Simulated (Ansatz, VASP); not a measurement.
**Two plane-wave programs on Na3CuBi**

```
CELL_PARAMETERS angstrom
5.92502 0.00000 0.00000
0.00000 5.92502 0.00000
0.00000 0.00000 5.92502
ATOMIC_POSITIONS crystal
Na 0.00000 0.50000 0.50000
Na 0.50000 0.00000 0.50000
Na 0.50000 0.50000 0.00000
Cu 0.00000 0.00000 0.00000
Bi 0.50000 0.50000 0.50000
```

Alike in both runs: functional PBE; k mesh 4 × 4 × 4; occupations gaussian, width 0.1 eV; no spin polarisation.

Ansatz relaxed the structure, and its values are those at the end. VASP's run is a single point on that final structure, the one shown.

```csv
,VASP,Ansatz
version,VASP 6.6.1,Ansatz 0.2.0
potentials or method,"VASP PAW PBE potentials, release 64 (Na_pv, Cu, Bi_d), cutoff 520 eV","scalar-relativistic, plane waves, PAW"
valence electrons in the cell,47,61
```

|  | VASP | Ansatz | Ansatz less VASP |
| --- | --- | --- | --- |
| gap on the k mesh at the Fermi level (eV) | none | none | - |
| pressure (GPa) | 0.2 | 0.2 | +0.02 |

A gap of «none» marks a metal or a gap that the smearing closes. VASP's potentials hold 47 valence electrons a cell and Ansatz's 61, so a difference there can come from the potentials and not from the codes.

Neither program's run includes spin-orbit coupling.
